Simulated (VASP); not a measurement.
# CaO (I4/mmm) in VASP: notebook

CaO is run at these levels: PBE; tasks: single point.

All numbers are computed with VASP 6.6.1; they aren't measurements. Logs are shortened: lines on timing, memory, paths and dates and some standing lists are left out, and cuts for length are marked.

**1. The cell of the first run**

The structure is tetragonal, space group I4/mmm (No. 139). Conventional cell: a = 3.335 Å, b = 3.335 Å, c = 17.027 Å, α = 90.00°, β = 90.00°, γ = 90.00°. Within 3.1 Å of Ca (site symmetry 4mm) lie 5 O at 2.36 Å. Within 3.1 Å of O (site symmetry 4mm) lie 5 Ca at 2.36 Å.

**2. Single point, PBE**

INCAR

```
SYSTEM = CaO
PREC = Accurate ; ENCUT = 520
EDIFF = 1E-6 ; ISMEAR = -1
SIGMA = 0.05 ; LREAL = .FALSE.
LASPH = .TRUE. ; NELM = 100
ALGO = Normal ; ISIF = 2
LWAVE = .FALSE. ; LCHARG = .FALSE.
GGA = PE ; NBANDS = 24
```

KPOINTS

```
Automatic mesh
0
G
  11 11 11
  0 0 0
```

POSCAR

```
CaO
1.0
   -1.6676340000      1.6676340000      8.5134920000
    1.6676340000     -1.6676340000      8.5134920000
    1.6676340000      1.6676340000     -8.5134920000
Ca O
2 2
Direct
    0.6795970000      0.6795970000      0.0000000000
    0.3204030000      0.3204030000      0.0000000000
    0.8181860000      0.8181860000      0.0000000000
    0.1818140000      0.1818140000      0.0000000000
```

Potentials or basis: VASP PAW PBE potentials, release 64 (Ca_sv, O).

Started as:

```
> cat potpaw_PBE.64/Ca_sv/POTCAR potpaw_PBE.64/O/POTCAR > POTCAR
> mpirun -np 1 vasp_std > vasp.out
```

OUTCAR:

```text
SYSTEM = CaO
   PREC = Accurate
   ENCUT = 520
   EDIFF = 1E-6
   ISMEAR = -1
   LREAL = .FALSE.
   LASPH = .TRUE.
   NELM = 100
   ISIF = 2
   GGA = PE

 ion  position               nearest neighbor table
   1  0.680  0.680  0.000-   4 2.36   4 2.36   4 2.36   4 2.36   3 2.36
   2  0.320  0.320  0.000-   3 2.36   3 2.36   3 2.36   3 2.36   4 2.36
   3  0.818  0.818  0.000-   2 2.36   2 2.36   2 2.36   2 2.36   1 2.36
   4  0.182  0.182  0.000-   1 2.36   1 2.36   1 2.36   1 2.36   2 2.36

  LATTYP: Found a body centered tetragonal cell.
 ALAT       =     3.3352680000
 C/A-ratio  =     5.1051321813

  Lattice vectors:

 A1 = (  -1.6676340000,   1.6676340000,   8.5134920000)
 A2 = (   1.6676340000,  -1.6676340000,   8.5134920000)
 A3 = (   1.6676340000,   1.6676340000,  -8.5134920000)

Analysis of symmetry for initial positions (statically):
=====================================================================
 Subroutine PRICEL returns:
 Original cell was already a primitive cell.

 Routine SETGRP: Setting up the symmetry group for a
 body centered tetragonal supercell.

 Subroutine GETGRP returns: Found 16 space group operations
 (whereof 16 operations were pure point group operations)
 out of a pool of 16 trial point group operations.

The static configuration has the point symmetry D_4h.

Analysis of symmetry for dynamics (positions and initial velocities):
=====================================================================
 Subroutine PRICEL returns:
 Original cell was already a primitive cell.

 Routine SETGRP: Setting up the symmetry group for a
 body centered tetragonal supercell.

 Subroutine GETGRP returns: Found 16 space group operations
 (whereof 16 operations were pure point group operations)
 out of a pool of 16 trial point group operations.

The dynamic configuration has the point symmetry D_4h.

 Subroutine INISYM returns: Found 16 space group operations
 (whereof 16 operations are pure point group operations),
 and found     1 'primitive' translations

----------------------------------------------------------------------------------------

                                     Primitive cell

  volume of cell :      94.7042

  direct lattice vectors                    reciprocal lattice vectors
    -1.667634000  1.667634000  8.513492000     0.000000000  0.299825981  0.058730307
     1.667634000 -1.667634000  8.513492000     0.299825981  0.000000000  0.058730307
     1.667634000  1.667634000 -8.513492000     0.299825981  0.299825981  0.000000000
[... 88 lines left out ...]
   EDIFF  = 0.1E-05   stopping-criterion for ELM
   LREAL  =      F    real-space projection
   EDIFFG = 0.1E-04   stopping-criterion for IOM
   NSW    =      0    number of steps for IOM
   IBRION =     -1    ionic relax: 0-MD 1-quasi-New 2-CG
   NFREE  =      0    steps in history (QN), initial steepest desc. (CG)
   ISIF   =      2    stress and relaxation
   ISYM   =      2    0-nonsym 1-usesym 2-fastsym
   POTIM  = 0.5000    time-step for ionic-motion
   TEBEG  =    0.0;   TEEND  =   0.0 temperature during run
   PSTRESS=    0.0 pullay stress
   NELECT =      32.0000    total number of electrons
   NUPDOWN=      -1.0000    fix difference up-down
   EMIN   =  10.00;   EMAX   =-10.00  energy-range for DOS
   EFERMI =   0.00;   METHOD = LEGACY
   ISMEAR =    -1;   SIGMA  =   0.05  broadening in eV -4-tet -1-fermi 0-gaus
   EFERMI_NEDOS =   21; number of points for ismear=-14 and -15
   IALGO  =     38    algorithm
   IMIX   =      4    mixing-type and parameters
     AMIX     =   0.40;   BMIX     =  1.00
     AMIX_MAG =   1.60;   BMIX_MAG =  1.00
  volume/ion in A,a.u.               =      23.68       159.77
  Fermi-wavevector in a.u.,A,eV,Ry     =   1.140254  2.154768 17.690024  1.300180
  Thomas-Fermi vector in A             =   2.276957
   LORBIT       =      0    0 simple, 1 ext, 2 COOP (PROOUT), +10 PAW based schemes
   GGA     = PE    functional components
   LHFCALC =     F    Hartree Fock is set to
   AEXX    =    0.0000 exact exchange contribution
   IVDW    =     0    specifies the selected vdW correction
   LEPSILON=     F    determine dielectric tensor
   LRPA    =     F    only Hartree local field effects (RPA)
 non-spin polarized calculation
  energy-cutoff  :      520.00
  volume of cell :       94.70
 maximum number of plane-waves:      2572
 NGX is ok and might be reduce to    70
   NGX = 33   NGY = 33   NGZ = 33

 number of electron      31.9999997 magnetization

 Free energy of the ion-electron system (eV)
  ---------------------------------------------------
  ext. energy  EPLUGINS =         0.00000000
  ---------------------------------------------------
  free energy    TOTEN  =       -24.77157018 eV

  energy without entropy =      -24.77157018  energy(sigma->0) =      -24.77157018

 E-fermi :   0.9817     XC(G=0):  -7.1879

 val. band max:       -0.1000457013   @ k =  -0.4545  -0.4545   0.4545
 cond. band min:       1.9719174056   @ k =   0.0000   0.0000   0.0000
 fundamental gap:      2.0719631069
 Fermi energy:         0.9817294927

 k-point     1 :       0.0000    0.0000    0.0000
  band No.  band energies     occupation
      1     -38.0675      2.00000
      2     -37.9931      2.00000
      3     -19.4973      2.00000
      4     -19.1436      2.00000
      5     -18.9388      2.00000
      6     -18.9388      2.00000
[... 637 lines left out ...]
     23       7.4723      0.00000
     24       7.7370      0.00000

 [... further k-points ...]

------------------------ aborting loop because EDIFF is reached ----------------------------------------

  FORCE on cell =-STRESS in cart. coord.  units (eV):
  Direction    XX          YY          ZZ          XY          YZ          ZX
  --------------------------------------------------------------------------------------
  -------------------------------------------------------------------------------------
  Total       -0.1308633     -0.1308633     -0.0373797      0.0000000      0.0000000      0.0000000
  in kB       -2.2139072     -2.2139072     -0.6323785      0.0000000      0.0000000      0.0000000
  external PRESSURE =      -1.6867309 kB  Pullay stress =       0.0000000 kB

 VOLUME and BASIS-vectors are now :
 -----------------------------------------------------------------------------
  energy-cutoff  :      520.00
  volume of cell :       94.70
      direct lattice vectors                 reciprocal lattice vectors
    -1.667634000  1.667634000  8.513492000     0.000000000  0.299825981  0.058730307
     1.667634000 -1.667634000  8.513492000     0.299825981  0.000000000  0.058730307
     1.667634000  1.667634000 -8.513492000     0.299825981  0.299825981  0.000000000

 POSITION                                       TOTAL-FORCE (eV/Angst)
 -----------------------------------------------------------------------------------
      0.00000      0.00000     11.57149         0.000000      0.000000      0.014693
      0.00000      0.00000      5.45550         0.000000      0.000000     -0.014693
      0.00000      0.00000     13.93124        -0.000000     -0.000000      0.020970
      0.00000      0.00000      3.09574         0.000000      0.000000     -0.020970
 -----------------------------------------------------------------------------------
    total drift:                               -0.000000     -0.000000      0.000000

  FREE ENERGIE OF THE ION-ELECTRON SYSTEM (eV)
  ---------------------------------------------------
  free  energy   TOTEN  =       -24.7715701778 eV

  energy  without entropy=      -24.7715701778  energy(sigma->0) =      -24.77157018
```

stdout:

```text
POSCAR found type information on POSCAR CaO
 POSCAR found :  2 types and       4 ions
 scaLAPACK will be used
 LDA part: xc-table for (Slater+PW92), standard interpolation
 POSCAR, INCAR and KPOINTS ok, starting setup
 FFT: planning ... GRIDC
 FFT: planning ... GRID_SOFT
 FFT: planning ... GRID
 WAVECAR not read
 entering main loop
```

Run time: 17 min. Hardware: 1 thread of Intel Xeon 6975P-C (Granite Rapids), shared host; peak memory 0.82 GiB.

What came out:

- Free energy: -24.7716 eV
- Pressure: -0.2 GPa
- Largest force: 0.021 eV/Å
- Band gap on the k mesh: 2.07 eV

Forces on the atoms (eV/Å):
```
Ca   0.000  0.000  0.015
Ca   0.000  0.000 -0.015
O    0.000  0.000  0.021
O    0.000  0.000 -0.021
```

A k mesh can miss the band edges.

**3. Single point, PBE**

This run uses another cell than the first one, of 24.15 Å³/atom.

INCAR

```
ALGO = Normal ; EDIFF = 1E-6
ENCUT = 520 ; GGA = PE
ISIF = 2 ; ISMEAR = -1
LASPH = T ; LCHARG = F
LREAL = F ; LWAVE = F
NBANDS = 24 ; NELM = 80
PREC = Accurate ; SIGMA = 0.05
```

KPOINTS

```
k-points
0
Gamma
  11 11 11
```

POSCAR

```
CaO
1.0
   -1.6786782556      1.6786782556      8.5698743849
    1.6786782556     -1.6786782556      8.5698743849
    1.6786782556      1.6786782556     -8.5698743849
Ca O
2 2
Direct
    0.6795970000      0.6795970000      0.0000000000
    0.3204030000      0.3204030000      0.0000000000
    0.8181860000      0.8181860000      0.0000000000
    0.1818140000      0.1818140000      0.0000000000
```

Potentials or basis: VASP PAW PBE potentials, release 64 (Ca_sv, O).

Started as:

```
> cat potpaw_PBE.64/Ca_sv/POTCAR potpaw_PBE.64/O/POTCAR > POTCAR
> mpirun -np 1 vasp_std > vasp.out
```

Wall time 24 min (1 thread of Intel Xeon 6975P-C (Granite Rapids), shared host); peak memory 0.81 GiB.

Results (log left out):

| Property | Result |
| --- | --- |
| Free energy | -24.7639 eV |
| Pressure | -1.3 GPa |
| Largest force | 0.123 eV/Å |
| Band gap on the k mesh | 2.07 eV |

Forces in eV/Å, atoms in the order of the input:
```
Ca   0.000  0.000  0.123
Ca   0.000  0.000 -0.123
O    0.000  0.000 -0.028
O    0.000  0.000  0.028
```

Stress tensor (GPa, compression positive):
```
-1.63  0.00  0.00
 0.00 -1.63  0.00
 0.00  0.00 -0.69
```

Levels at points of the mesh, in eV from the valence-band top:
| k point | band 14 | band 15 | band 16 | band 17 | band 18 | band 19 |
| --- | --- | --- | --- | --- | --- | --- |
| (0.00, 0.00, 0.00) | -0.25 | 0.00 | 0.00 | 2.07 | 4.00 | 5.08 |

A k mesh can miss the band edges.

**4. Single point, PBE**

This run uses another cell than the first one, of 24.62 Å³/atom.

INCAR

```
SYSTEM = CaO
PREC = Accurate ; ENCUT = 520
EDIFF = 1E-7 ; ISMEAR = -1
SIGMA = 0.05 ; LREAL = .False.
LASPH = .True. ; NELM = 100
ALGO = Normal ; ISIF = 2
LWAVE = .False. ; LCHARG = .True.
GGA = PE ; LELF = .True.
LVHAR = .True. ; NBANDS = 24
```

KPOINTS

```
Automatic mesh
0
Gamma
  11 11 11
  0 0 0
```

POSCAR

```
CaO
1.0
   -1.6895790692      1.6895790692      8.6255244791
    1.6895790692     -1.6895790692      8.6255244791
    1.6895790692      1.6895790692     -8.6255244791
Ca O
2 2
Direct
    0.6795970000      0.6795970000      0.0000000000
    0.3204030000      0.3204030000      0.0000000000
    0.8181860000      0.8181860000      0.0000000000
    0.1818140000      0.1818140000      0.0000000000
```

Started as:

```
> cat potpaw_PBE.64/Ca_sv/POTCAR potpaw_PBE.64/O/POTCAR > POTCAR
> mpirun -np 1 vasp_std > vasp.out
```

Run time: 18 min. Hardware: 1 thread of Intel Xeon 6975P-C (Granite Rapids), shared host; peak memory 0.83 GiB.

It converged, with:

| Property | Result |
| --- | --- |
| Free energy | -24.7433 eV |
| Pressure | -2.3 GPa |
| Largest force | 0.224 eV/Å |
| Band gap on the k mesh | 2.06 eV |

Forces on the atoms (eV/Å):
```
Ca   0.000  0.000  0.224
Ca   0.000  0.000 -0.224
O    0.000  0.000 -0.073
O    0.000  0.000  0.073
```

Stress tensor (GPa, compression positive):
```
-2.89  0.00  0.00
 0.00 -2.89  0.00
 0.00  0.00 -1.25
```

Levels at points of the mesh, in eV from the valence-band top:
| k point | band 12 | band 13 | band 14 | band 15 | band 16 | band 17 | band 18 | band 19 | band 20 | band 21 |
| --- | --- | --- | --- | --- | --- | --- | --- | --- | --- | --- |
| (0.00, 0.00, 0.00) | -0.82 | -0.25 | -0.25 | 0.00 | 0.00 | 2.06 | 4.00 | 5.01 | 5.19 | 6.22 |

**5. Overview**

| cell | gap on the mesh (eV) | pressure (GPa) | largest force (eV/Å) |
| --- | --- | --- | --- |
| a = 8.834 Å, angles 158.2, 158.2, 31.0°, 4 atoms | 2.07 | -0.2 | 0.02 |
| a = 8.893 Å, angles 158.2, 158.2, 31.0°, 4 atoms | 2.07 | -1.3 | 0.12 |
| a = 8.950 Å, angles 158.2, 158.2, 31.0°, 4 atoms | 2.06 | -2.3 | 0.22 |

Alike in all rows: task single point; level PBE; potentials or basis VASP PAW PBE potentials, release 64 (Ca_sv, O); no spin polarisation; k mesh 11 × 11 × 11; cutoff (eV) 520; smearing fermi-dirac 0.05 eV.

Total energies depend on the potentials used, so only differences within one code and one set of settings carry meaning.
